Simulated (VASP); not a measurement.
A run of VASP 6.6.1 is set up as follows.

The input POSCAR:

```
Te
1.0
    4.1661638710      0.0000000000      0.0000000000
   -2.0830819355      3.6080037487      0.0000000000
    0.0000000000      0.0000000000      4.5015795751
Te
2
Direct
    0.3333333333      0.6666666667      0.2500000000
    0.6666666667      0.3333333333      0.7500000000
```

File INCAR.step1:

```
PREC = Accurate ; ENCUT = 520
ISMEAR = -1 ; SIGMA = 0.1
LREAL = False ; LASPH = True
NELM = 60 ; NBANDS = 13
GGA = PE ; ALGO = Normal
EDIFF = 1E-4 ; LWAVE = True
LCHARG = False
```

The input INCAR.step2:

```
PREC = Accurate ; ENCUT = 520
EDIFF = 1E-6 ; ISMEAR = -1
SIGMA = 0.1 ; LREAL = False
LASPH = True ; NELM = 60
ALGO = Normal ; ISIF = 2
LWAVE = False ; LCHARG = False
METAGGA = R2SCAN ; LMIXTAU = True
NBANDS = 13 ; ISTART = 1
```

The input KPOINTS:

```
regular mesh
0
Gamma
  10 10 8
```

Potentials or basis: VASP PAW PBE potentials, release 64 (Te).

The run is started by

```console
$ cat potpaw_PBE.64/Te/POTCAR > POTCAR
$ cp INCAR.step1 INCAR
$ mpirun -np 1 vasp_std > vasp.out
$ cp INCAR.step2 INCAR
$ mpirun -np 1 vasp_std > vasp.out
```

Question: What does it give for the band gap on the k mesh?

Answer: Zero (band 6 reaches 6.53 eV, above the bottom of band 7 at 4.65 eV).

Question: Estimate the pressure.

Answer: -3.5 GPa.

Stress tensor (GPa, compression positive):
```
-2.77  0.00  0.00
 0.00 -2.77  0.00
 0.00  0.00 -5.00
```

Caveat: the PAW data sets were made with another functional, which shifts forces and pressure a little; spin-orbit coupling is left out, which moves the levels of the heavy elements.
